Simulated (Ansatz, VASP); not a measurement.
Two plane-wave programs on SnO2

```
Sn O
1.0
     4.76913    0.00000    0.00000
     0.00000    4.76913    0.00000
     0.00000    0.00000    3.21203
Sn O
2 4
Direct
  0.00000 0.00000 0.00000
  0.50000 0.50000 0.50000
  0.30627 0.30627 0.00000
  0.19373 0.80627 0.50000
  0.69373 0.69373 0.00000
  0.80627 0.19373 0.50000
```

Alike in both runs: task electric field gradients; functional PBEsol; k mesh 6 × 6 × 8; no spin polarisation.

```csv
,VASP,Ansatz
version,VASP 6.6.1,Ansatz 0.2.0
potentials or method,"VASP PAW PBE potentials, release 64 (Sn_d, O), cutoff 520 eV","scalar-relativistic, plane waves, PAW"
occupations,"gaussian, width 0.01 eV",fixed
valence electrons in the cell,52,52
```

Ansatz gave:

* gap on the k mesh at the Fermi level (eV): 0.92
* least direct gap on the mesh (eV): 0.92
* pressure (GPa): 0.0
* traceless stress, the component that is largest in VASP (GPa): 0.00
* rms of the force components (eV/Å): 0.000
* size of Vzz on the site where it differs most (V/Å²): 54.4

Q: Which values does VASP return?

A: gap on the k mesh at the Fermi level (eV): 0.91; least direct gap on the mesh (eV): 0.91; pressure (GPa): 0.6; traceless stress, the component that is largest in VASP (GPa): 0.21; rms of the force components (eV/Å): 0.007; size of Vzz on the site where it differs most (V/Å²): 53.6.

VASP's potentials were made for PBE, not for PBEsol. Atom by atom the forces differ by 0.007 eV/Å (rms over components).
